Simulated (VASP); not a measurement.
The system is MnHg.

```
Mn Hg
1.0
     3.28800    0.00000    0.00000
     0.00000    3.28800    0.00000
     0.00000    0.00000    3.31300
Mn Hg
1 1
Direct
  0.50000 0.50000 0.50000
  0.00000 0.00000 0.00000
```

Base run:

```yaml
Program: VASP 6.6.1
Functional: PBE
Potentials_or_basis: VASP PAW PBE potentials, release 64 (Mn_pv, Hg)
Cutoff: 520 eV
k_mesh: 12 × 12 × 12
Occupations: gaussian, width 0.1 eV
Spin: no spin polarisation
```

Its results: band gap on the k mesh zero (an odd number of electrons rules out a gap without spin polarisation); pressure -13.4 GPa.

Task: The run is repeated on the same cell with these changes: functional from PBE to r2SCAN; further incar settings from ALGO = Fast; EDIFF = 1e-06; NBANDS = 20 to ALGO = Normal; EDIFF = 1e-06; NBANDS = 20. What comes out?

Result: Band gap on the k mesh zero (an odd number of electrons rules out a gap without spin polarisation); pressure -17.1 GPa.

Caveats: the cell stands under tension; spin-orbit coupling is left out, which moves the levels of the heavy elements; the run has no spin polarisation, though such a crystal can be magnetic; the PAW data sets were made with another functional, which shifts forces and pressure a little (at least some runs).
